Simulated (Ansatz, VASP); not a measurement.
TiTe in VASP and in Ansatz

The input INCAR:

```
  PREC = Accurate
  ENCUT = 520
  EDIFF = 1E-6
  ISMEAR = -1
  SIGMA = 0.05
  LREAL = F
  LASPH = T
  NELM = 80
  ALGO = Normal
  ISIF = 2
  LWAVE = F
  LCHARG = F
  NBANDS = 16
```

The input KPOINTS:

```
regular mesh
0
Gamma
  12 12 12
```

Contents of POSCAR:

```
TiTe
1.0
    0.0000000000      2.6803986874      2.6803986874
    2.6803986874      0.0000000000      2.6803986874
    2.6803986874      2.6803986874      0.0000000000
Ti Te
1 1
Direct
    0.0000000000      0.0000000000      0.0000000000
    0.5000000000      0.5000000000      0.5000000000
```

Input for Ansatz:

```yaml
crystal:
  lattice:
    - [0.0, 2.6803986874, 2.6803986874]
    - [2.6803986874, 0.0, 2.6803986874]
    - [2.6803986874, 2.6803986874, 0.0]
  atoms:
    - { symbol: Ti, position: [0.0, 0.0, 0.0] }
    - { symbol: Te, position: [0.5, 0.5, 0.5] }
kpoints:
  mp_grid: { grid: [12, 12, 12] }
scf:
  occupations: { method: fermi_dirac, width: 0.05 }
hamiltonian:
  xc: lda
  pseudopotentials: { kind: all_electron, lapw: { basis_error: 0.001 } }
output:
  forces: true
  stress: true
  eigenvalues: true
  populations: true
```

Change from the starting cell: volume scaled by 0.92, LAPW.

Alike in both runs: task single point; functional LDA; k mesh 12 × 12 × 12; occupations fermi-dirac, width 0.05 eV; no spin polarisation.

|  | VASP | Ansatz |
| --- | --- | --- |
| version | VASP 6.6.1 | Ansatz 0.2.0 |
| potentials or method | VASP PAW LDA potentials, release 64 (Ti_sv, Te), cutoff 520 eV | all-electron LAPW, scalar-relativistic |

```csv
,VASP,Ansatz,Ansatz less VASP
pressure (GPa),9.7,9.5,-0.20
```

LDA's correlation is that of Perdew and Zunger in VASP and of Perdew and Wang (1992) in Ansatz. Ansatz ran all-electron here, and VASP with PAW potentials.

Neither program's run includes spin-orbit coupling.
